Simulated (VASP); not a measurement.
**CdS (Hawleyite): single point with PBE+D3(BJ)**

The system is CdS (Hawleyite).

```
Cd S
1.0
     0.00000    2.87708    2.87708
     2.87708    0.00000    2.87708
     2.87708    2.87708    0.00000
Cd S
1 1
Cartesian
  0.0000 0.0000 0.0000
  4.3156 4.3156 4.3156
```

```yaml
Program: VASP 6.6.1
Task: single point
Functional: PBE
Dispersion: D3(BJ)
Potentials_or_basis: VASP PAW PBE potentials, release 64 (Cd, S)
Cutoff: 520 eV
k_mesh: 8 × 8 × 8
Occupations: fermi-dirac, width 0.1 eV
Spin: non-collinear spin, zero start, spin-orbit coupling
Starting_moments: "[[0.0, 0.0, 0.0], [0.0, 0.0, 0.0]] μB"
```

```
Pressure                                              : 3.7 GPa
Net moment                                            : 0.00 μB per cell
Valence electrons inside the program's atomic spheres : Cd 10.36; S 3.75
Dispersion energy per atom                            : -0.321 eV
```

Moments on the atoms (μB; x, y, z):
```
Cd  0.00 0.00 0.00
S   0.00 0.00 0.00
```

Run time: 3.9 min on 1 thread of Intel Xeon 8259CL, with other jobs on the host, peak memory 0.33 GiB.
